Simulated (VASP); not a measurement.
Here is a VASP 6.6.1 calculation.

The input POSCAR:

```
MgS
1.0
    0.0000000000      2.5752381814      2.5752381814
    2.5752381814      0.0000000000      2.5752381814
    2.5752381814      2.5752381814      0.0000000000
Mg S
1 1
Direct
    0.0000000000      0.0000000000      0.0000000000
    0.5000000000      0.5000000000      0.5000000000
```

File INCAR.step1:

```
PREC = Accurate
ENCUT = 920
ISMEAR = 0
SIGMA = 0.01
LREAL = F
LASPH = T
NELM = 120
NBANDS = 15
GGA = PE
ALGO = Normal
EDIFF = 1E-5
LWAVE = T
LCHARG = F
GGA_COMPAT = F
```

Contents of INCAR.step2:

```
PREC = Accurate
ENCUT = 920
EDIFF = 1E-6
ISMEAR = 0
SIGMA = 0.01
LREAL = F
LASPH = T
NELM = 120
ALGO = Normal
ISIF = 2
LWAVE = F
LCHARG = T
METAGGA = R2SCAN
LMIXTAU = T
LELF = T
LVHAR = T
NBANDS = 15
ISTART = 1
GGA_COMPAT = F
```

File KPOINTS:

```
regular mesh
0
Gamma
  8 8 8
```

Potentials or basis: VASP PAW PBE potentials, release 64 (Mg_sv, S).

The run is started by

```console
$ cat potpaw_PBE.64/Mg_sv/POTCAR potpaw_PBE.64/S/POTCAR > POTCAR
$ cp INCAR.step1 INCAR
$ mpirun -np 1 vasp_std > vasp.out
$ cp INCAR.step2 INCAR
$ mpirun -np 1 vasp_std > vasp.out
```

Q: Predict the pressure.

A: 2.7 GPa.

Q: Estimate the band gap on the k mesh.

A: 3.56 eV (least direct gap 4.92 eV).

Caveat: the PAW data sets were made with another functional, which shifts forces and pressure a little. A k mesh can miss the band edges.
